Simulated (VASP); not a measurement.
Write the native input for VASP 6.6.1 that does the following.

* Task: relaxation of cell and atoms
* Functional: PBE
* Potentials or basis: VASP PAW PBE potentials, release 64 (Os)
* Cutoff: 600 eV
* k mesh: 15 × 15 × 15
* Occupations: methfessel-paxton, width 0.05 eV
* Spin: no spin polarisation
* Target pressure: 60 GPa
* Dipole correction: no
* Further INCAR settings: ALGO = Normal; EDIFF = 1e-07; IBRION = 2; EDIFFG = -0.03; NSW = 80; ISIF = 3

The structure of Os lies in POSCAR:

```
Os
1.0
    0.0000000000      2.6300000000      2.6300000000
    2.6300000000      0.0000000000      2.6300000000
    2.6300000000      2.6300000000      0.0000000000
Os
2
Direct
    1.0000000000      1.0000000000      1.0000000000
    0.2500000000      0.2500000000      0.2500000000
```

This isn't the form of Os at room conditions, which is hcp.

These files were run (other wordings do the same):

INCAR

```
PREC = Accurate
ENCUT = 600
EDIFF = 1E-7
ISMEAR = 1
SIGMA = 0.05
LREAL = False
LASPH = True
NELM = 120
ALGO = Normal
ISIF = 3
LWAVE = False
LCHARG = False
GGA = PE
IBRION = 2
NSW = 80
EDIFFG = -0.03
PSTRESS = 600.0
GGA_COMPAT = False
NELMIN = 4
```

KPOINTS

```
regular mesh
0
Gamma
  15 15 15
```

Potentials or basis: VASP PAW PBE potentials, release 64 (Os).

Run with:

```sh
$ cat potpaw_PBE.64/Os/POTCAR > POTCAR
$ mpirun -np 1 vasp_std > vasp.out
```

It gave:

```json
{
 "Relaxed volume": "17.62 Å³/atom",
 "Relaxed cell": "a = 3.680 Å, b = 3.680 Å, c = 3.680 Å, α = 60.00°, β = 60.00°, γ = 60.00°",
 "Space group after relaxing (to 0.1 Å)": "Fd-3m (No. 227)",
 "Energy change on relaxing (the run minimises the enthalpy)": "+188.3 meV/atom",
 "Ionic steps": "4",
 "Pressure after relaxing": "59.8 GPa",
 "Band gap on the k mesh": "zero (bands 8 and 9 overlap by 1.31 eV)"
}
```

Caveat: the cell is relaxed towards a set pressure, so the run minimises the enthalpy, not the energy; spin-orbit coupling is left out, which moves the levels of the heavy elements.

It took 89 s on 1 thread of Intel(R) Xeon(R) 6975P-C (Granite Rapids), with other jobs on the host, peak memory 0.22 GiB.
